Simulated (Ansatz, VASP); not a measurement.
# PbSe: VASP beside Ansatz

```
CELL_PARAMETERS angstrom
2.15488 -6.13395 0.00000
2.15488 6.13395 0.00000
0.00000 0.00000 4.45049
ATOMIC_POSITIONS crystal
Pb 0.63176 0.36824 0.75000
Pb 0.36824 0.63176 0.25000
Se 0.86129 0.13871 0.75000
Se 0.13871 0.86129 0.25000
```

Alike in both runs: task single point; functional LDA; k mesh 6 × 6 × 4; no spin polarisation.

```csv
,VASP,Ansatz
version,VASP 6.6.1,Ansatz 0.2.0
potentials or method,"VASP PAW LDA potentials, release 64 (Pb_d, Se)","plane waves, PAW"
plane-wave cutoff (eV),520,420
occupations,"gaussian, width 0.01 eV",fixed
valence electrons in the cell,40,60
```

|  | VASP | Ansatz | Ansatz less VASP |
| --- | --- | --- | --- |
| gap on the k mesh at the Fermi level (eV) | 1.09 | 1.11 | +0.012 |

LDA's correlation is that of Perdew and Zunger in VASP and of Perdew and Wang (1992) in Ansatz. VASP's potentials hold 40 valence electrons a cell and Ansatz's 60, so a difference there can come from the potentials and not from the codes.

Spin-orbit coupling is off throughout.
